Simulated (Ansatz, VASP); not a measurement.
# One calculation of ScAl3N4, two programs

```
CELL_PARAMETERS angstrom
0.00242 -0.00052 -5.06232
-0.00137 -5.61044 -0.00058
-6.48397 -0.00155 0.00305
ATOMIC_POSITIONS crystal
Sc 0.00931 0.16345 0.00004
Sc 0.50935 0.83657 0.49987
Al 0.49518 0.82118 0.99992
Al 0.99511 0.17881 0.50004
Al 0.99562 0.66234 0.74967
Al 0.49563 0.33769 0.24971
Al 0.49555 0.33768 0.75033
Al 0.99562 0.66232 0.25027
N 0.11866 0.80419 0.99997
N 0.58113 0.15863 0.00009
N 0.61975 0.65597 0.76587
N 0.61981 0.65591 0.23409
N 0.61862 0.19583 0.50012
N 0.08114 0.84136 0.49994
N 0.11978 0.34403 0.26594
N 0.11973 0.34404 0.73413
```

Change from the starting cell: cell x1, atoms moved at random (sigma 0.05 Å) and cell strained at random (1.5 %), then relaxed without symmetry.

Alike in both runs: functional PBE; k mesh 4 × 4 × 2; occupations gaussian, width 0.1 eV; no spin polarisation.

Ansatz relaxed the structure, and its values are those at the end. VASP's run is a single point on that final structure, the one shown.

```csv
,VASP,Ansatz
version,VASP 6.6.1,Ansatz 0.2.0
potentials or method,"VASP PAW PBE potentials, release 64 (Sc_sv, Al, N), cutoff 520 eV","scalar-relativistic, plane waves, PAW"
valence electrons in the cell,80,80
```

VASP gave:

| Quantity | Value |
| --- | --- |
| gap on the k mesh at the Fermi level (eV) | 3.67 |
| least direct gap on the mesh (eV) | 3.67 |
| pressure (GPa) | 0.1 |
| rms of the force components (eV/Å) | 0.022 |

Problem. What did Ansatz give for the same quantities?

Solution. gap on the k mesh at the Fermi level (eV): 3.67; least direct gap on the mesh (eV): 3.67; pressure (GPa): 0.0; rms of the force components (eV/Å): 0.004.

The k mesh is coarse, so the values compare programs but aren't converged.
